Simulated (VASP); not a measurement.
# Be4ZnSe (P-6m2) in VASP: a series of runs

The runs below take Be4ZnSe through single point, with PBE.

All numbers are computed with VASP 6.6.1; they aren't measurements. Logs are shortened: lines on timing, memory, paths and dates and some standing lists are left out, and cuts for length are marked.

### Step 1. The cell of the first run

Symmetry: P-6m2, No. 187, hexagonal system. Conventional cell: a = 3.763 Å, b = 3.763 Å, c = 6.835 Å, α = 90.00°, β = 90.00°, γ = 120.00°. Within 2.9 Å of Be (site symmetry -6m2) lie 3 Zn at 2.17 Å and 6 Be at 2.39 Å. Be (site symmetry -6m2) has 3 Se at 2.17 Å within 2.9 Å. Be (site symmetry 3m) has 4 Be at 1.99 to 2.39 Å and 3 Zn at 2.39 Å and 1 Se at 2.42 Å within 2.6 Å. Zn (site symmetry -6m2) has 9 Be at 2.17 to 2.39 Å within 2.9 Å. Se (site symmetry -6m2) has 5 Be at 2.17 to 2.42 Å within 2.9 Å.

### Step 2. Single point, PBE

File INCAR:

```
SYSTEM = Be4ZnSe
ALGO = Normal ; EDIFF = 1E-6
ENCUT = 600 ; GGA = PE
GGA_COMPAT = .False. ; ISIF = 2
ISMEAR = 0 ; LASPH = .True.
LCHARG = .False. ; LREAL = .False.
LWAVE = .False. ; NBANDS = 22
NELM = 120 ; PREC = Accurate
SIGMA = 0.2
```

File KPOINTS:

```
k-points
0
Gamma
  4 4 3
  0 0 0
```

File POSCAR:

```
Be4ZnSe
1.0
    3.7634246440      0.0000000025      0.0000000000
   -1.8817123242      3.2592213457      0.0000000000
    0.0000000000      0.0000000000      6.8351995207
Be Zn Se
4 1 1
Direct
    0.3333333333      0.6666666667      0.5000000000
    0.3333333333      0.6666666667      0.0000000000
    0.0000000000      0.0000000000      0.3540654698
    0.0000000000      0.0000000000      0.6459345302
    0.6666666667      0.3333333333      0.5000000000
    0.0000000000      0.0000000000      0.0000000000
```

Potentials or basis: VASP PAW PBE potentials, release 64 (Be, Zn, Se).

On the command line:

```console
cat potpaw_PBE.64/Be/POTCAR potpaw_PBE.64/Zn/POTCAR potpaw_PBE.64/Se/POTCAR > POTCAR
mpirun -np 1 vasp_std > vasp.out
```

OUTCAR:

```text
SYSTEM = Be4ZnSe
   EDIFF = 1E-6
   ENCUT = 600
   GGA = PE
   ISIF = 2
   ISMEAR = 0
   LASPH = .True.
   LREAL = .False.
   NELM = 120
   PREC = Accurate

 ion  position               nearest neighbor table
   1  0.333  0.667  0.500-   5 2.17   5 2.17   5 2.17
   2  0.333  0.667  0.000-   6 2.17   6 2.17   6 2.17
   3  0.000  0.000  0.354-   4 1.99   5 2.39   5 2.39   5 2.39   6 2.42
   4  0.000  0.000  0.646-   3 1.99   5 2.39   5 2.39   5 2.39   6 2.42
   5  0.667  0.333  0.500-   1 2.17   1 2.17   1 2.17   4 2.39   3 2.39   3 2.39   4 2.39   3 2.39
                             4 2.39
   6  0.000  0.000  0.000-   2 2.17   2 2.17   2 2.17   4 2.42   3 2.42

  LATTYP: Found a hexagonal cell.
 ALAT       =     3.7634246440
 C/A-ratio  =     1.8162179842

  Lattice vectors:

 A1 = (   3.7634246440,   0.0000000025,   0.0000000000)
 A2 = (  -1.8817123242,   3.2592213457,   0.0000000000)
 A3 = (   0.0000000000,   0.0000000000,   6.8351995207)

Analysis of symmetry for initial positions (statically):
=====================================================================
 Subroutine PRICEL returns:
 Original cell was already a primitive cell.

 Routine SETGRP: Setting up the symmetry group for a
 hexagonal supercell.

 Subroutine GETGRP returns: Found 12 space group operations
 (whereof 12 operations were pure point group operations)
 out of a pool of 24 trial point group operations.

The static configuration has the point symmetry D_3h.

Analysis of symmetry for dynamics (positions and initial velocities):
=====================================================================
 Subroutine PRICEL returns:
 Original cell was already a primitive cell.

 Routine SETGRP: Setting up the symmetry group for a
 hexagonal supercell.

 Subroutine GETGRP returns: Found 12 space group operations
 (whereof 12 operations were pure point group operations)
 out of a pool of 24 trial point group operations.

The dynamic configuration has the point symmetry D_3h.

 Subroutine INISYM returns: Found 12 space group operations
 (whereof 12 operations are pure point group operations),
 and found     1 'primitive' translations

----------------------------------------------------------------------------------------

                                     Primitive cell

  volume of cell :      83.8394

  direct lattice vectors                    reciprocal lattice vectors
     3.763424644  0.000000003  0.000000000     0.265715431  0.153410876  0.000000000
    -1.881712324  3.259221346  0.000000000    -0.000000000  0.306821751  0.000000000
     0.000000000  0.000000000  6.835199521     0.000000000  0.000000000  0.146301508

  length of vectors
     3.763424644  3.763424644  6.835199521     0.306821751  0.306821751  0.146301508

  position of ions in fractional coordinates (direct lattice)
     0.333333333  0.666666667  0.500000000
     0.333333333  0.666666667  0.000000000
     0.000000000  0.000000000  0.354065470
     0.000000000  0.000000000  0.645934530
     0.666666667  0.333333333  0.500000000
     0.000000000  0.000000000  0.000000000

  ion indices of the primitive-cell ions
   primitive index   ion index
                 1           1
                 2           2
                 3           3
                 4           4
                 5           5
                 6           6

----------------------------------------------------------------------------------------

 KPOINTS: k-points

Automatic generation of k-mesh.
 Grid dimensions read from file:
 generate k-points for:    4    4    3

 Generating k-lattice:

  Cartesian coordinates                     Fractional coordinates (reciprocal lattice)
     0.066428858  0.038352719  0.000000000     0.250000000  0.000000000  0.000000000
    -0.000000000  0.076705438  0.000000000     0.000000000  0.250000000  0.000000000
     0.000000000  0.000000000  0.048767169     0.000000000  0.000000000  0.333333333

  Length of vectors
     0.076705438  0.076705438  0.048767169

  Shift w.r.t. Gamma in fractional coordinates (k-lattice)
     0.000000000  0.000000000  0.000000000

 Subroutine IBZKPT returns following result:
 ===========================================

 Found      8 irreducible k-points:

 Following reciprocal coordinates:
            Coordinates               Weight
  0.000000  0.000000  0.000000      1.000000
  0.250000  0.000000  0.000000      6.000000
  0.500000  0.000000  0.000000      3.000000
  0.250000  0.250000  0.000000      6.000000
  0.000000  0.000000  0.333333      2.000000
  0.250000  0.000000  0.333333     12.000000
  0.500000  0.000000  0.333333      6.000000
  0.250000  0.250000  0.333333     12.000000
   k-points           NKPTS =      8   k-points in BZ     NKDIM =      8   number of bands    NBANDS=     22
   number of dos      NEDOS =    301   number of ions     NIONS =      6
   total plane-waves  NPLWV =  50400
   dimension x,y,z NGX =    30 NGY =   30 NGZ =   56
   dimension x,y,z NGXF=    60 NGYF=   60 NGZF=  112
   ions per type =               4   1   1
   NGX,Y,Z   is equivalent  to a cutoff of  13.25, 13.25, 13.62 a.u.
   NGXF,Y,Z  is equivalent  to a cutoff of  26.50, 26.50, 27.24 a.u.
 SYSTEM =  Be4ZnSe
   PREC   = accura    normal or accurate (medium, high low for compatibility)
   ISTART =      0    job   : 0-new  1-cont  2-samecut
   ICHARG =      2    charge: 1-file 2-atom 10-const
   ISPIN  =      1    spin polarized calculation?
   LNONCOLLINEAR =      F non collinear calculations
   LSORBIT =      F    spin-orbit coupling
   LASPH  =      T    aspherical Exc in radial PAW
   ENCUT  =  600.0 eV  44.10 Ry    6.64 a.u.   7.52  7.52 13.65*2*pi/ulx,y,z
   NELM   =    120;   NELMIN=  2; NELMDL= -5     # of ELM steps
   EDIFF  = 0.1E-05   stopping-criterion for ELM
   LREAL  =      F    real-space projection
   EDIFFG = 0.1E-04   stopping-criterion for IOM
   NSW    =      0    number of steps for IOM
   IBRION =     -1    ionic relax: 0-MD 1-quasi-New 2-CG
   NFREE  =      0    steps in history (QN), initial steepest desc. (CG)
   ISIF   =      2    stress and relaxation
   ISYM   =      2    0-nonsym 1-usesym 2-fastsym
   POTIM  = 0.5000    time-step for ionic-motion
   TEBEG  =    0.0;   TEEND  =   0.0 temperature during run
   PSTRESS=    0.0 pullay stress
   NELECT =      26.0000    total number of electrons
   NUPDOWN=      -1.0000    fix difference up-down
   EMIN   =  10.00;   EMAX   =-10.00  energy-range for DOS
   EFERMI =   0.00;   METHOD = LEGACY
   ISMEAR =     0;   SIGMA  =   0.20  broadening in eV -4-tet -1-fermi 0-gaus
   EFERMI_NEDOS =   21; number of points for ismear=-14 and -15
   IALGO  =     38    algorithm
   IMIX   =      4    mixing-type and parameters
     AMIX     =   0.40;   BMIX     =  1.00
     AMIX_MAG =   1.60;   BMIX_MAG =  1.00
  volume/ion in A,a.u.               =      13.97        94.30
  Fermi-wavevector in a.u.,A,eV,Ry     =   1.108111  2.094026 16.706724  1.227910
  Thomas-Fermi vector in A             =   2.244634
   LORBIT       =      0    0 simple, 1 ext, 2 COOP (PROOUT), +10 PAW based schemes
   GGA     = PE    functional components
   LHFCALC =     F    Hartree Fock is set to
   AEXX    =    0.0000 exact exchange contribution
   IVDW    =     0    specifies the selected vdW correction
   LEPSILON=     F    determine dielectric tensor
   LRPA    =     F    only Hartree local field effects (RPA)
 non-spin polarized calculation
 Gauss-broadening in eV      SIGMA  =   0.20
  energy-cutoff  :      600.00
  volume of cell :       83.84
 maximum number of plane-waves:      2825
   NGX = 15   NGY = 15   NGZ = 27

 number of electron      25.9999998 magnetization

 Free energy of the ion-electron system (eV)
  ---------------------------------------------------
  ext. energy  EPLUGINS =         0.00000000
  ---------------------------------------------------
  free energy    TOTEN  =       -18.57188982 eV

  energy without entropy =      -18.56134010  energy(sigma->0) =      -18.56661496

 E-fermi :   4.8252     XC(G=0):  -9.6877

 val. band max:        4.6260101265   @ k =   0.5000   0.0000   0.3333
 cond. band min:       4.9734076664   @ k =   0.0000   0.0000   0.0000
 fundamental gap:      0.3473975399
 Fermi energy:         4.8252438780

 k-point     1 :       0.0000    0.0000    0.0000
  band No.  band energies     occupation
      1     -11.3832      2.00000
      2      -4.9515      2.00000
      3      -3.5595      2.00000
      4      -3.5595      2.00000
      5      -3.1391      2.00000
      6      -3.1391      2.00000
[... 14 lines left out ...]
     21       9.5067      0.00000
     22       9.5067      0.00000

 k-point     2 :       0.2500    0.0000    0.0000
  band No.  band energies     occupation
      1     -11.0534      2.00000
      2      -4.3441      2.00000
      3      -3.5230      2.00000
      4      -3.4127      2.00000
      5      -3.2779      2.00000
      6      -3.1598      2.00000
[... 14 lines left out ...]
     21       9.3714      0.00000
     22      11.0566      0.00000

 k-point     3 :       0.5000    0.0000    0.0000
  band No.  band energies     occupation
      1     -10.6561      2.00000
      2      -3.8750      2.00000
      3      -3.3754      2.00000
      4      -3.3467      2.00000
      5      -3.2444      2.00000
      6      -3.1805      2.00000
[... 14 lines left out ...]
     21      11.3763      0.00000
     22      12.9793      0.00000

 k-point     4 :       0.2500    0.2500    0.0000
  band No.  band energies     occupation
      1     -10.6614      2.00000
      2      -3.6582      2.00000
      3      -3.4819      2.00000
      4      -3.3120      2.00000
      5      -3.2168      2.00000
      6      -3.1734      2.00000
[... 14 lines left out ...]
     21      11.5536      0.00000
     22      12.3039      0.00000

 k-point     5 :       0.0000    0.0000    0.3333
  band No.  band energies     occupation
      1     -11.3789      2.00000
      2      -5.1371      2.00000
      3      -3.5588      2.00000
      4      -3.5588      2.00000
      5      -3.1641      2.00000
      6      -3.1394      2.00000
[... 14 lines left out ...]
     21      10.2209      0.00000
     22      10.2210      0.00000

 k-point     6 :       0.2500    0.0000    0.3333
  band No.  band energies     occupation
      1     -11.0505      2.00000
      2      -4.4750      2.00000
      3      -3.5262      2.00000
      4      -3.4121      2.00000
      5      -3.2427      2.00000
      6      -3.1613      2.00000
[... 14 lines left out ...]
     21       9.8719      0.00000
     22      10.7898      0.00000

 k-point     7 :       0.5000    0.0000    0.3333
  band No.  band energies     occupation
      1     -10.6552      2.00000
      2      -3.8544      2.00000
      3      -3.4291      2.00000
      4      -3.2444      2.00000
      5      -3.1991      2.00000
      6      -3.1835      2.00000
[... 14 lines left out ...]
     21      12.0483      0.00000
     22      12.4045      0.00000

 k-point     8 :       0.2500    0.2500    0.3333
  band No.  band energies     occupation
      1     -10.6604      2.00000
      2      -3.6821      2.00000
      3      -3.4605      2.00000
      4      -3.3158      2.00000
      5      -3.2177      2.00000
      6      -3.1719      2.00000
[... 14 lines left out ...]
     21      10.8355      0.00000
     22      11.6919      0.00000

------------------------ aborting loop because EDIFF is reached ----------------------------------------

  FORCE on cell =-STRESS in cart. coord.  units (eV):
  Direction    XX          YY          ZZ          XY          YZ          ZX
  --------------------------------------------------------------------------------------
  -------------------------------------------------------------------------------------
  Total        0.0721431      0.0721431     -0.0335037     -0.0000000     -0.0000000      0.0000000
  in kB        1.3786600      1.3786600     -0.6402588     -0.0000000     -0.0000000      0.0000000
  external PRESSURE =       0.7056871 kB  Pullay stress =       0.0000000 kB

 VOLUME and BASIS-vectors are now :
 -----------------------------------------------------------------------------
  energy-cutoff  :      600.00
  volume of cell :       83.84
      direct lattice vectors                 reciprocal lattice vectors
     3.763424644  0.000000003  0.000000000     0.265715431  0.153410876  0.000000000
    -1.881712324  3.259221346  0.000000000    -0.000000000  0.306821751  0.000000000
     0.000000000  0.000000000  6.835199521     0.000000000  0.000000000  0.146301508

 POSITION                                       TOTAL-FORCE (eV/Angst)
 -----------------------------------------------------------------------------------
     -0.00000      2.17281      3.41760         0.000000     -0.000000      0.000000
     -0.00000      2.17281      0.00000        -0.000000      0.000000      0.000000
      0.00000      0.00000      2.42011         0.000000      0.000000     -0.018688
      0.00000      0.00000      4.41509         0.000000      0.000000      0.018688
      1.88171      1.08641      3.41760         0.000000      0.000000      0.000000
      0.00000      0.00000      0.00000        -0.000000      0.000000      0.000000
 -----------------------------------------------------------------------------------
    total drift:                               -0.000000      0.000000      0.000000

  FREE ENERGIE OF THE ION-ELECTRON SYSTEM (eV)
  ---------------------------------------------------
  free  energy   TOTEN  =       -18.5718898159 eV

  energy  without entropy=      -18.5613400998  energy(sigma->0) =      -18.56661496
```

Run time: 9.7 s. Hardware: 1 thread of Intel Xeon 6975P-C (Granite Rapids), shared host; peak memory 0.22 GiB.

What came out:

```
Free energy            : -18.5719 eV
Pressure               : 0.1 GPa
Largest force          : 0.019 eV/Å
Band gap on the k mesh : zero (band 13 reaches 6.03 eV, above the bottom of band 14 at 4.63 eV)
```

Forces in eV/Å, atoms in the order of the input:
```
Be   0.000  0.000  0.000
Be   0.000  0.000  0.000
Be   0.000  0.000 -0.019
Be   0.000  0.000  0.019
Zn   0.000  0.000  0.000
Se   0.000  0.000  0.000
```

Caveat: the k points lie up to 0.48 Å⁻¹ apart.

### Step 3. Single point, PBE

This run uses another cell than the first one, of 12.25 Å³/atom, 0.876 times its volume.

File INCAR:

```
  PREC = Accurate
  ENCUT = 600
  EDIFF = 1E-6
  ISMEAR = 0
  SIGMA = 0.2
  LREAL = False
  LASPH = True
  NELM = 120
  ALGO = Normal
  ISIF = 2
  LWAVE = False
  LCHARG = False
  GGA = PE
  NBANDS = 22
  GGA_COMPAT = False
```

File KPOINTS:

```
Automatic mesh
0
Gamma
  4 4 4
```

File POSCAR:

```
Be4ZnSe
1.0
    4.7564881393      0.0000000000      0.0000000000
   -2.3782440697      4.1192395615      0.0000000000
    0.0000000000      0.0000000000      3.7498251256
Be Zn Se
4 1 1
Direct
    0.3333333333      0.6666666667      0.0000000000
    0.6458426599      0.8229213300      0.5000000000
    0.1770786700      0.8229213300      0.5000000000
    0.1770786700      0.3541573401      0.5000000000
    0.0000000000      0.0000000000      0.0000000000
    0.6666666667      0.3333333333      0.0000000000
```

Potentials or basis: VASP PAW PBE potentials, release 64 (Be, Zn, Se).

On the command line:

```console
cat potpaw_PBE.64/Be/POTCAR potpaw_PBE.64/Zn/POTCAR potpaw_PBE.64/Se/POTCAR > POTCAR
mpirun -np 1 vasp_std > vasp.out
```

OUTCAR:

```text
PREC = Accurate
   ENCUT = 600
   EDIFF = 1E-6
   ISMEAR = 0
   LREAL = False
   LASPH = True
   NELM = 120
   ISIF = 2
   GGA = PE

 ion  position               nearest neighbor table
   1  0.333  0.667  0.000-   2 2.27   2 2.27   3 2.27   3 2.27   4 2.27   4 2.27
   2  0.646  0.823  0.500-   3 2.23   4 2.23   1 2.27   1 2.27   5 2.38   5 2.38
   3  0.177  0.823  0.500-   2 2.23   4 2.23   1 2.27   1 2.27   5 2.38   5 2.38
   4  0.177  0.354  0.500-   2 2.23   3 2.23   1 2.27   1 2.27   5 2.38   5 2.38
   5  0.000  0.000  0.000-   3 2.38   3 2.38   2 2.38   2 2.38   4 2.38   4 2.38   6 2.75   6 2.75
[... 495 lines left out ...]
  -------------------------------------------------------------------------------------
  Total        0.1381334      0.1381334     -0.1010273     -0.0000000      0.0000000      0.0000000
  in kB        3.0122761      3.0122761     -2.2031031     -0.0000000      0.0000000      0.0000000
  external PRESSURE =       1.2738164 kB  Pullay stress =       0.0000000 kB

 VOLUME and BASIS-vectors are now :
 -----------------------------------------------------------------------------
  energy-cutoff  :      600.00
  volume of cell :       73.47
      direct lattice vectors                 reciprocal lattice vectors
     4.756488139  0.000000000  0.000000000     0.210239145  0.121381627  0.000000000
    -2.378244070  4.119239561  0.000000000     0.000000000  0.242763254  0.000000000
     0.000000000  0.000000000  3.749825126     0.000000000  0.000000000  0.266679103

 POSITION                                       TOTAL-FORCE (eV/Angst)
 -----------------------------------------------------------------------------------
     -0.00000      2.74616      0.00000        -0.000000     -0.000000      0.000000
      1.11484      3.38981      1.87491         0.035731      0.020629     -0.000000
     -1.11484      3.38981      1.87491        -0.035731      0.020629     -0.000000
     -0.00000      1.45886      1.87491         0.000000     -0.041258      0.000000
      0.00000      0.00000      0.00000        -0.000000     -0.000000      0.000000
      2.37824      1.37308      0.00000         0.000000     -0.000000      0.000000
 -----------------------------------------------------------------------------------
    total drift:                                0.000000     -0.000000      0.000000

  FREE ENERGIE OF THE ION-ELECTRON SYSTEM (eV)
  ---------------------------------------------------
  free  energy   TOTEN  =       -16.8672679114 eV

  energy  without entropy=      -16.8137652354  energy(sigma->0) =      -16.84051657
```

stdout:

```text
POSCAR found type information on POSCAR BeZnSe
 POSCAR found :  3 types and       6 ions
 scaLAPACK will be used
 LDA part: xc-table for (Slater+PW92), standard interpolation
 POSCAR, INCAR and KPOINTS ok, starting setup
 FFT: planning ... GRIDC
 FFT: planning ... GRID_SOFT
 FFT: planning ... GRID
 WAVECAR not read
 entering main loop
```

Run time: 10 s. Hardware: 1 thread of Intel Xeon 6975P-C (Granite Rapids), shared host; peak memory 0.22 GiB.

What came out:

```
Free energy            : -16.8673 eV
Pressure               : 0.1 GPa
Largest force          : 0.041 eV/Å
Band gap on the k mesh : zero (band 13 reaches 6.15 eV, above the bottom of band 14 at 3.95 eV)
```

Forces on the atoms (eV/Å):
```
Be   0.000  0.000  0.000
Be   0.036  0.021  0.000
Be  -0.036  0.021  0.000
Be   0.000 -0.041  0.000
Zn   0.000  0.000  0.000
Se   0.000  0.000  0.000
```

Levels at points of the mesh, in eV from the Fermi level:
| k point | band 11 | band 12 | band 13 | band 14 | band 15 | band 16 |
| --- | --- | --- | --- | --- | --- | --- |
| (0.00, 0.00, 0.00) | -3.67 | -1.95 | -1.95 | 0.97 | 1.71 | 3.34 |
| (0.50, 0.00, 0.00) | -0.98 | -0.79 | -0.47 | 1.86 | 2.22 | 2.38 |
| (0.00, 0.00, 0.50) | -3.37 | -1.56 | -1.25 | -1.25 | -0.14 | -0.14 |
| (0.50, 0.00, 0.50) | -3.64 | -3.40 | -0.55 | 1.61 | 2.57 | 3.41 |

Caveat: the k points lie up to 0.42 Å⁻¹ apart.

(Continued in part 2 of 2.)
